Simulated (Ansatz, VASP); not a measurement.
# One calculation of C, two programs

The input POSCAR:

```
C
1.0
    1.2534098233      0.7236538781      8.4184247929
   -1.2534098233      0.7236538781      8.4184247929
    0.0000000000     -1.4473077563      8.4184247929
C
4
Direct
    0.9128300000      0.9128300000      0.9128300000
    0.2461500000      0.2461500000      0.2461500000
    0.7538500000      0.7538500000      0.7538500000
    0.0871700000      0.0871700000      0.0871700000
```

File INCAR.step1:

```
PREC = Accurate
ENCUT = 520
ISMEAR = -1
SIGMA = 0.1
LREAL = False
LASPH = True
NELM = 100
NBANDS = 16
GGA = PE
ALGO = Normal
EDIFF = 1E-4
LWAVE = True
LCHARG = False
```

Contents of INCAR.step2:

```
PREC = Accurate
ENCUT = 520
EDIFF = 1E-6
ISMEAR = -1
SIGMA = 0.1
LREAL = False
LASPH = True
NELM = 100
ALGO = Normal
ISIF = 2
LWAVE = False
LCHARG = False
METAGGA = R2SCAN
LMIXTAU = True
NBANDS = 16
ISTART = 1
```

File KPOINTS:

```
regular mesh
0
Gamma
  11 11 11
```

Input for Ansatz:

```yaml
crystal:
  lattice:
    - [1.2534098232605093, 0.7236538781250393, 8.418424792881842]
    - [-1.2534098232605093, 0.7236538781250393, 8.418424792881842]
    - [0.0, -1.4473077562500787, 8.418424792881842]
  atoms:
    - { symbol: C, position: [0.91283, 0.91283, 0.91283] }
    - { symbol: C, position: [0.24615, 0.24615, 0.24615] }
    - { symbol: C, position: [0.75385, 0.75385, 0.75385] }
    - { symbol: C, position: [0.08717, 0.08717, 0.08717] }
basis:
  ecutwfc: 550.0
kpoints:
  mp_grid:
    grid: [11, 11, 11]
hamiltonian:
  xc: r2scan
scf:
  occupations:
    method: fermi_dirac
    width: 0.1
output:
  stress: true
```

Alike in both runs: task single point; functional r2SCAN; k mesh 11 × 11 × 11; occupations fermi-dirac, width 0.1 eV; no spin polarisation.

|  | VASP | Ansatz |
| --- | --- | --- |
| version | VASP 6.6.1 | Ansatz 0.2.0 |
| potentials or method | VASP PAW PBE potentials, release 64 (C), cutoff 520 eV | plane waves, PAW |
| valence electrons in the cell | 16 | 16 |

```csv
,VASP,Ansatz,Ansatz less VASP
pressure (GPa),-12.5,-13.0,-0.51
"traceless stress, the component that is largest in VASP (GPa)",11.82,12.42,+0.596
```

VASP's potentials were made for PBE, not for r2SCAN. Ansatz's warnings: structure snapped to symmetry.
